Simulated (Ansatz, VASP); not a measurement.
# Two plane-wave programs on LiAuO4

```
CELL_PARAMETERS angstrom
3.43104 0.00000 0.00000
0.00000 3.43104 0.00000
0.00000 0.00000 4.95344
ATOMIC_POSITIONS crystal
Li 0.50000 0.50000 0.50000
Au 0.00000 0.00000 0.00000
O 0.00000 0.50000 0.24156
O 0.50000 0.00000 0.75844
O 0.00000 0.50000 0.75844
O 0.50000 0.00000 0.24156
```

Alike in both runs: functional PBEsol; k mesh 10 × 10 × 8; occupations gaussian, width 0.1 eV; no spin polarisation.

Ansatz relaxed the structure, and its values are those at the end. VASP's run is a single point on that final structure, the one shown.

|  | VASP | Ansatz |
| --- | --- | --- |
| version | VASP 6.6.1 | Ansatz 0.2.0 |
| potentials or method | VASP PAW PBE potentials, release 64 (Li_sv, Au, O), cutoff 520 eV | scalar-relativistic, plane waves, PAW |
| valence electrons in the cell | 38 | 46 |

```csv
,VASP,Ansatz,Ansatz less VASP
gap on the k mesh at the Fermi level (eV),none,none,-
rms of the force components (eV/Å),0.028,0.000,-0.0276
```

VASP's potentials were made for PBE, not for PBEsol. A gap of «none» marks a metal or a gap that the smearing closes. The functional is the same, so the differences come from potentials, cutoffs and numerics. VASP's potentials hold 38 valence electrons a cell and Ansatz's 46, so a difference there can come from the potentials and not from the codes.

Spin-orbit coupling is off throughout. Noted on VASP's run: the cutoff is short for stress, so the pressure is rough.
